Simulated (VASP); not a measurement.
Set up this calculation in VASP 6.6.1, as the native input.

| Item | Value |
| --- | --- |
| Task | density of states |
| Functional | PBE |
| Potentials or basis | VASP PAW PBE potentials, release 64 (Pt) |
| Cutoff | 520 eV |
| k mesh | 16 × 16 × 16 |
| Occupations | fermi-dirac, width 0.05 eV |
| Spin | no spin polarisation |
| Dipole correction | no |
| k mesh for the DOS | 24 × 24 × 24 |
| Occupations for the DOS | tetrahedron |
| Further INCAR settings | ALGO = Normal; EDIFF = 1e-07 |

The system is Pt.

```
Pt
1.0
     0.00000    1.46255    1.46255
     1.46255    0.00000    1.46255
     1.46255    1.46255    0.00000
Pt
1
Direct
  0.00000 0.00000 0.00000
```

This cell differs from its parent crystal: volume scaled by 0.4.

One way to write it, as run:

POSCAR

```
Pt
1.0
    0.0000000000      1.4625458734      1.4625458734
    1.4625458734      0.0000000000      1.4625458734
    1.4625458734      1.4625458734      0.0000000000
Pt
1
Direct
    0.0000000000      0.0000000000      0.0000000000
```

INCAR.step1

```
SYSTEM = Pt
ALGO     = Normal         ! electronic algorithm
EDIFF    = 1E-7           ! SCF threshold, eV
ENCUT    = 520            ! plane-wave cutoff, eV
GGA      = PE             ! functional
ISIF     = 2              ! what is computed and relaxed
ISMEAR   = -1             ! smearing method
LASPH    = .TRUE.         ! aspherical terms in the spheres
LCHARG   = .TRUE.         ! write CHGCAR
LMAXMIX  = 4              ! l up to which the mixer works
LREAL    = .FALSE.        ! projectors in reciprocal space
LWAVE    = .FALSE.        ! write WAVECAR
NBANDS   = 11             ! bands
NELM     = 80             ! most SCF steps
PREC     = Accurate       ! precision mode
SIGMA    = 0.05           ! smearing width, eV
```

KPOINTS.step1

```
k-points
0
G
  16 16 16
  0 0 0
```

INCAR.step2

```
SYSTEM = Pt
ALGO     = Normal         ! electronic algorithm
EDIFF    = 1E-7           ! SCF threshold, eV
ENCUT    = 520            ! plane-wave cutoff, eV
GGA      = PE             ! functional
ICHARG   = 11             ! starting density
ISIF     = 2              ! what is computed and relaxed
ISMEAR   = -5             ! smearing method
LASPH    = .TRUE.         ! aspherical terms in the spheres
LCHARG   = .FALSE.        ! write CHGCAR
LMAXMIX  = 4              ! l up to which the mixer works
LORBIT   = 11             ! projections on sites
LREAL    = .FALSE.        ! projectors in reciprocal space
LWAVE    = .FALSE.        ! write WAVECAR
NEDOS    = 1001           ! points of the DOS
NELM     = 80             ! most SCF steps
PREC     = Accurate       ! precision mode
SIGMA    = 0.05           ! smearing width, eV
```

KPOINTS.step2

```
k-points
0
G
  24 24 24
  0 0 0
```

Potentials or basis: VASP PAW PBE potentials, release 64 (Pt).

Launch:

```console
$ cat potpaw_PBE.64/Pt/POTCAR > POTCAR
$ cp INCAR.step1 INCAR
$ cp KPOINTS.step1 KPOINTS
$ mpirun -np 1 vasp_std > vasp.out
$ cp INCAR.step2 INCAR
$ cp KPOINTS.step2 KPOINTS
$ mpirun -np 1 vasp_std > vasp.out
```

Wall time 26 s on 1 thread of Intel(R) Xeon(R) Platinum 8259CL CPU @ 2.50GHz (Skylake/Cascade Lake), on a shared host, peak memory 0.14 GiB.
